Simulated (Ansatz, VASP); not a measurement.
**One calculation of Os, two programs**

Contents of INCAR:

```
ALGO = Normal ; EDIFF = 1E-6
ENCUT = 600 ; GGA = PE
GGA_COMPAT = F ; ISIF = 2
ISMEAR = -1 ; LASPH = T
LCHARG = F ; LREAL = F
LWAVE = F ; NBANDS = 15
NELM = 120 ; PREC = Accurate
SIGMA = 0.05
```

KPOINTS

```
k-points
0
Gamma
  15 15 9
```

POSCAR

```
Os
1.0
    2.6520769762      0.0000000000      0.0000000000
   -1.3260384882      2.2967660342      0.0000000000
    0.0000000000      0.0000000000      4.3197000000
Os
2
Direct
    0.3333333333      0.6666666667      0.2500000000
    0.6666666667      0.3333333333      0.7500000000
```

Input for Ansatz:

```yaml
crystal:
  lattice:
    - [2.6520769762, 0.0, 0.0]
    - [-1.3260384882, 2.2967660342, 0.0]
    - [0.0, 0.0, 4.3197]
  atoms:
    - { symbol: Os, position: [0.3333333333, 0.6666666667, 0.25] }
    - { symbol: Os, position: [0.6666666667, 0.3333333333, 0.75] }
kpoints:
  mp_grid: { grid: [15, 15, 9] }
  band_path:
    path:
      - [0.0, 0.0, 0.0]
      - [0.5, 0.0, 0.0]
      - [0.3333333333, 0.3333333333, 0.0]
      - [0.0, 0.0, 0.0]
      - [0.0, 0.0, 0.5]
      - [0.5, 0.0, 0.5]
      - [0.3333333333, 0.3333333333, 0.5]
      - [0.0, 0.0, 0.5]
      - [0.5, 0.0, 0.5]
    npoints: 5
scf:
  occupations: { method: fermi_dirac, width: 0.05 }
hamiltonian:
  xc: pbe
  pseudopotentials: { kind: all_electron, lapw: { basis_error: 0.0005 } }
output:
  forces: true
  stress: true
  eigenvalues: true
```

Change from the starting cell: equal xx and yy strain of -3 %.

Alike in both runs: task single point; functional PBE; k mesh 15 × 15 × 9; occupations fermi-dirac, width 0.05 eV; no spin polarisation.

```csv
,VASP,Ansatz
version,VASP 6.6.1,Ansatz 0.2.0
potentials or method,"VASP PAW PBE potentials, release 64 (Os), cutoff 600 eV","all-electron LAPW, scalar-relativistic"
```

```tsv
	VASP	Ansatz	Ansatz less VASP
pressure (GPa)	40.3	39.2	-1.07
traceless stress, the component that is largest in VASP (GPa)	-13.80	-13.78	+0.018
```

Both programs put the cell under a high pressure, so it lies far from rest at this level. Ansatz ran all-electron here, and VASP with PAW potentials.

Spin-orbit coupling is off throughout.
